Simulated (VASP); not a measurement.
A run of VASP 6.6.1:

The input INCAR:

```
PREC     = Accurate       # precision mode
ENCUT    = 520            # plane-wave cutoff, eV
EDIFF    = 1E-6           # SCF threshold, eV
ISMEAR   = 0              # smearing method
SIGMA    = 0.1            # smearing width, eV
LREAL    = Auto         
LASPH    = True           # aspherical terms in the spheres
NELM     = 80             # most SCF steps
ALGO     = Normal         # electronic algorithm
ISIF     = 2              # what is computed and relaxed
LWAVE    = False          # write WAVECAR
LCHARG   = False          # write CHGCAR
GGA      = PS             # functional
NBANDS   = 86             # bands
```

KPOINTS

```
Automatic mesh
0
Gamma
  4 5 5
  0.5 0 0
```

POSCAR

```
HW8C8
1.0
    0.0000000000      0.0000000000     -5.6555137123
   -2.8984787826     -5.0203125160      0.0000000000
   -2.8984787825      5.0203125161      0.0000000000
W C H
8 8 1
Direct
    0.4980339795      0.5000002367      0.4999998383
    1.0004323723      0.5000003363      0.4999997387
    0.4989651062      0.4986403416     -0.0006801672
    1.0012436161      0.4964263638     -0.0017872418
    0.4989649294      1.0006803152      0.5013600055
    1.0012436161      1.0017873898      0.5035739833
    0.4989651062      1.0006802226     -0.0006801476
    1.0012434392      1.0017872254     -0.0017871504
    0.2512160826      0.1666671765      0.8333332435
    0.7503677324      0.1666670769      0.8333333431
    0.2502448181      0.1673197502      0.3336595941
    0.7487852060      0.1705984689      0.3352989725
    0.2502448181      0.6663409985      0.8326808423
    0.7487852060      0.6647012750      0.8294017787
    0.2502448181      0.6663409502      0.3336594698
    0.7487852060      0.6647014109      0.3352990092
    0.8164545672      0.8333342518      0.1666685832
```

Potentials or basis: VASP PAW PBE potentials, release 64 (W_sv, C, H).

Command:

```sh
$ cat potpaw_PBE.64/W_sv/POTCAR potpaw_PBE.64/C/POTCAR potpaw_PBE.64/H/POTCAR > POTCAR
$ mpirun -np 1 vasp_std > vasp.out
```

Hardware: 1 thread of Intel(R) Xeon(R) 6975P-C (Granite Rapids), with other jobs on the host.

**Question.** How long does it take, and how much memory?

**Answer.** Wall time 3.2 min on 1 thread of Intel(R) Xeon(R) 6975P-C (Granite Rapids) (shared host), peak memory 0.38 GiB. Counts: scf iterations 15, k points 14.
